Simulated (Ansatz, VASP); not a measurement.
Ba: VASP beside Ansatz

```
Ba
1.0
     4.31161    0.00000    0.00000
    -2.15581    3.73397    0.00000
     0.00000    0.00000    3.91341
Ba
1
Direct
  0.00000 0.00000 0.00000
```

Alike in both runs: task single point; functional PBE; k mesh 6 × 6 × 4; no spin polarisation.

|  | VASP | Ansatz |
| --- | --- | --- |
| version | VASP 6.6.1 | Ansatz 0.2.0 |
| potentials or method | VASP PAW PBE potentials, release 64 (Ba_sv), cutoff 500 eV | scalar-relativistic, plane waves, PAW |
| occupations | tetrahedron | tetrahedron-uncorrected |
| valence electrons in the cell | 10 | 10 |

```tsv
	VASP	Ansatz	Ansatz less VASP
gap on the k mesh at the Fermi level (eV)	none	none	-
pressure (GPa)	0.3	0.2	-0.08
traceless stress, the component that is largest in VASP (GPa)	0.43	0.42	-0.010
```

A gap of «none» marks a metal or a gap that the smearing closes. Ansatz's warnings: band table not solved further.

The k mesh is coarse, so the values compare programs but aren't converged. Neither program's run includes spin-orbit coupling.
